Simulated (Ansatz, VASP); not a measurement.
## P: VASP beside Ansatz

File POSCAR:

```
P
1.0
   -1.5170075226      1.5170075226      1.5170075226
    1.5170075226     -1.5170075226      1.5170075226
    1.5170075226      1.5170075226     -1.5170075226
P
1
Direct
    0.0000000000      0.0000000000      0.0000000000
```

Contents of INCAR.step1:

```
SYSTEM = P
  PREC = Accurate
  ENCUT = 520
  ISMEAR = 0
  SIGMA = 0.05
  LREAL = .FALSE.
  LASPH = .TRUE.
  NELM = 100
  NBANDS = 8
  GGA = PE
  ALGO = Normal
  EDIFF = 1E-4
  LWAVE = .TRUE.
  LCHARG = .FALSE.
```

INCAR.step2

```
SYSTEM = P
  PREC = Accurate
  ENCUT = 520
  EDIFF = 1E-6
  ISMEAR = 0
  SIGMA = 0.05
  LREAL = .FALSE.
  LASPH = .TRUE.
  NELM = 100
  ALGO = Normal
  ISIF = 2
  LWAVE = .FALSE.
  LCHARG = .TRUE.
  METAGGA = R2SCAN
  LMIXTAU = .TRUE.
  IVDW = 12
  VDW_S6 = 1.0
  VDW_S8 = 0.78981345
  VDW_A1 = 0.49484001
  VDW_A2 = 5.73083694
  LELF = .TRUE.
  LVHAR = .TRUE.
  NBANDS = 8
  ISTART = 1
```

The input KPOINTS:

```
regular mesh
0
G
  20 20 20
  0 0 0
```

Input for Ansatz:

```yaml
crystal:
  lattice:
    - [-1.5170075226, 1.5170075226, 1.5170075226]
    - [1.5170075226, -1.5170075226, 1.5170075226]
    - [1.5170075226, 1.5170075226, -1.5170075226]
  atoms:
    - { symbol: P, position: [0.0, 0.0, 0.0] }
basis:
  ecutwfc: 500
  ecutrho_ratio: 4
kpoints:
  mp_grid: { grid: [20, 20, 20] }
hamiltonian:
  xc: r2scan
  dispersion: d3bj
scf:
  occupations: { method: gaussian, width: 0.05 }
output:
  forces: true
  stress: true
  eigenvalues: true
```

Alike in both runs: task single point; functional r2SCAN; dispersion D3(BJ); k mesh 20 × 20 × 20; occupations gaussian, width 0.05 eV; no spin polarisation.

```csv
,VASP,Ansatz
version,VASP 6.6.1,Ansatz 0.2.0
potentials or method,"VASP PAW PBE potentials, release 64 (P), cutoff 520 eV","scalar-relativistic, plane waves, PAW"
valence electrons in the cell,5,5
```

```tsv
	VASP	Ansatz	Ansatz less VASP
gap on the k mesh at the Fermi level (eV)	none	none	-
pressure (GPa)	-0.2	0.0	+0.16
```

VASP's potentials were made for PBE, not for r2SCAN. A gap of «none» marks a metal or a gap that the smearing closes. Ansatz's warnings: dispersion damping borrowed.
